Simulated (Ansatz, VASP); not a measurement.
## Two plane-wave programs on Be

```
Be
1.0
     0.00000    1.57668    1.57668
     1.57668    0.00000    1.57668
     1.57668    1.57668    0.00000
Be
1
Direct
  0.00000 0.00000 0.00000
```

Alike in both runs: task relaxation of cell and atoms; functional PBEsol; k mesh 23 × 23 × 23; occupations fermi-dirac, width 0.05 eV; no spin polarisation.

```csv
,VASP,Ansatz
version,VASP 6.6.1,Ansatz 0.2.0
potentials or method,"VASP PAW PBE potentials, release 64 (Be)","PAW with Ansatz's default frozen-core files, scalar-relativistic"
plane-wave cutoff (eV),600,420
valence electrons in the cell,2,2
```

```csv
,VASP,Ansatz,Ansatz less VASP
relaxed volume (Å³/atom),7.82,7.79,-0.027
relaxed length of the cell vector where the two differ most in proportion (Å),2.228,2.225,-0.0025
```

VASP's potentials were made for PBE, not for PBEsol.
